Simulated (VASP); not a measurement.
Ni3Ge:

```xyz
4
Lattice="3.5303 0.0000 0.0000 0.0000 3.5303 0.0000 0.0000 0.0000 3.5303" Properties=species:S:1:pos:R:3 pbc="T T T"
Ni    1.7652    0.0000    1.7652
Ni    0.0000    1.7652    1.7652
Ni    1.7652    1.7652    0.0000
Ge    0.0000    0.0000    0.0000
```

Program: VASP 6.6.1. Alike in all runs: task single point; level r2SCAN+D4; potentials or basis VASP PAW PBE potentials, release 64 (Ni, Ge_d); cell as given; k mesh 7 × 7 × 7, shifted; cutoff (eV) 520; smearing fermi-dirac 0.2 eV.

**Question.** Order these runs on this cell by their pressure, lowest first.
A. spin collinear, ferromagnetic start; fixed moment (μB) 2.7
B. spin collinear, zero start; fixed moment (μB) 0.0
C. spin collinear, ferromagnetic start; fixed moment (μB) 5.4
D. spin collinear, ferromagnetic start; fixed moment (μB) 4.0
E. spin collinear, ferromagnetic start; fixed moment (μB) 1.3

**Answer.** B (-0.5 GPa), E (1.4 GPa), A (6.8 GPa), D (15.4 GPa), C (28.1 GPa).

Caveats: the PAW data sets were made with another functional, which shifts forces and pressure a little; the total moment is fixed, so each spin has its own Fermi level.
